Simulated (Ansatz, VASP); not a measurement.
# Pd: VASP beside Ansatz

```xyz
2
Lattice="3.0238 0.0000 0.0000 0.0000 3.0238 0.0000 0.0000 0.0000 3.0238" Properties=species:S:1:pos:R:3 pbc="T T T"
Pd    0.0000    0.0000    0.0000
Pd    1.5119    1.5119    1.5119
```

Alike in both runs: task single point; functional r2SCAN; k mesh 11 × 11 × 11; occupations fermi-dirac, width 0.05 eV; collinear spin.

|  | VASP | Ansatz |
| --- | --- | --- |
| version | VASP 6.6.1 | Ansatz 0.2.0 |
| potentials or method | VASP PAW PBE potentials, release 64 (Pd), cutoff 520 eV | plane waves (500 eV) with PAW, scalar-relativistic |
| valence electrons in the cell | 20 | 36 |

|  | VASP | Ansatz | Ansatz less VASP |
| --- | --- | --- | --- |
| pressure (GPa) | 20.1 | 19.0 | -1.11 |
| net moment per atom (μB) | 0.00 | 0.00 | 0.000 |

VASP's potentials were made for PBE, not for r2SCAN. VASP's potentials hold 20 valence electrons a cell and Ansatz's 36, so a difference there can come from the potentials and not from the codes. Ansatz's warnings: seeded moment not kept, stability check not made.
